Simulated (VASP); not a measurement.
Runs of VASP 6.6.1 on TiH. The structure is that of space group F-43m (No. 216), or close to it. The cells are those of the table. 

| task | cell | k mesh | cutoff (eV) | gap on the mesh (eV) | pressure (GPa) |
| --- | --- | --- | --- | --- | --- |
| single point | a = 3.096 Å, angles 60.0°, 2 atoms | 8 × 8 × 8 | 520 | none | -4.7 |
| single point | a = 3.060 Å, angles 60.0°, 2 atoms | 6 × 6 × 6 | 520 | none | 0.1 |
| relaxation of cell and atoms | relaxed from a = 3.096 Å, angles 60.0°, 2 atoms | 6 × 6 × 6 | 600 | none | 0.1 |
| single point | a = 3.056 Å, angles 60.0°, 2 atoms | 22 × 22 × 22 | 520 | none | (a) |

Alike in all rows: level r2SCAN; potentials or basis VASP PAW PBE potentials, release 64 (Ti_sv, H); no spin polarisation; smearing gaussian 0.1 eV.

Problem. Estimate the missing entries.

Solution. (a) 0.4.

Caveats: some runs use coarse meshes; the PAW data sets were made with another functional, which shifts forces and pressure a little.

A gap of «none» marks levels without a gap at the run's occupations.
